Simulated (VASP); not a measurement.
Here is a VASP 6.6.1 calculation.

File INCAR:

```
PREC     = Accurate       # precision mode
ENCUT    = 500            # plane-wave cutoff, eV
EDIFF    = 1E-6           # SCF threshold, eV
ISMEAR   = -1             # smearing method
SIGMA    = 0.0816         # smearing width, eV
LREAL    = F              # projectors in reciprocal space
LASPH    = T              # aspherical terms in the spheres
NELM     = 120            # most SCF steps
ALGO     = Normal         # electronic algorithm
ISIF     = 2              # what is computed and relaxed
LWAVE    = F              # write WAVECAR
LCHARG   = T              # write CHGCAR
GGA      = PE             # functional
LELF     = T              # ELF
LVHAR    = T            
NBANDS   = 16             # bands
GGA_COMPAT= F
```

File KPOINTS:

```
regular mesh
0
Gamma
  5 5 5
```

Contents of POSCAR:

```
Rb
1.0
    5.6718008064      0.0000000000      0.0000000000
    0.0000000000      5.6718008064      0.0000000000
    0.0000000000      0.0000000000      5.6718008064
Rb
2
Direct
    0.0000000000      0.0000000000      0.0000000000
    0.5000000000      0.5000000000      0.5000000000
```

Potentials or basis: VASP PAW PBE potentials, release 64 (Rb_sv).

Run with:

```bash
$ cat potpaw_PBE.64/Rb_sv/POTCAR > POTCAR
$ mpirun -np 1 vasp_std > vasp.out
```

(1) What does it give for the band gap on the k mesh?

(2) Estimate the pressure.

Results:

(1) zero (bands 9 and 10 overlap by 0.54 eV).

(2) 0.0 GPa.
